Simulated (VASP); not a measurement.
Wanted: the native input for a VASP 6.6.1 run.

```
Task                   : single point
Functional             : PBE
Potentials or basis    : VASP PAW PBE potentials, release 64 (Al, P)
Cutoff                 : 520 eV
k mesh                 : 6 × 6 × 2
Occupations            : gaussian, width 0.1 eV
Spin                   : no spin polarisation
Dipole correction      : no
Further INCAR settings : ALGO = Normal; EDIFF = 1e-06; NBANDS = 23
```

The structure of AlP5 lies in POSCAR:

```
AlP5
1.0
    3.8712213700      0.0000000000      0.0000000000
   -1.9356106900      3.3525760500      0.0000000000
    0.0000000000      0.0000000000      8.8210498300
Al P
1 5
Direct
    0.0000000000      0.0000000000      0.5000000000
    0.5271506800      0.0000000000      0.0000000000
    0.0000000000      0.5271506800      0.0000000000
    0.4728493200      0.4728493200      0.0000000000
    0.0000000000      0.0000000000      0.2353366000
    0.0000000000      0.0000000000      0.7646634000
```

The cell was generated, and may not be a known phase.

One way to write it, as run:

INCAR

```
PREC = Accurate
ENCUT = 520
EDIFF = 1E-6
ISMEAR = 0
SIGMA = 0.1
LREAL = F
LASPH = T
NELM = 100
ALGO = Normal
ISIF = 2
LWAVE = F
LCHARG = F
GGA = PE
NBANDS = 23
```

KPOINTS

```
Automatic mesh
0
Gamma
  6 6 2
```

Potentials or basis: VASP PAW PBE potentials, release 64 (Al, P).

The run is started by

```console
$ cat potpaw_PBE.64/Al/POTCAR potpaw_PBE.64/P/POTCAR > POTCAR
$ mpirun -np 1 vasp_std > vasp.out
```

Results of the run:

* Pressure: 30.4 GPa
* Largest force: 1.150 eV/Å
* Band gap on the k mesh: zero (bands 14 and 15 overlap by 1.83 eV)

Caveat: the stress differs along the axes, from 2 to 45 GPa; forces of over 1 eV/Å act on the atoms, so gaps and moduli don't describe the material at rest.

It took 88 s on 1 thread of Intel Xeon 8259CL, on a shared host, peak memory 0.24 GiB.
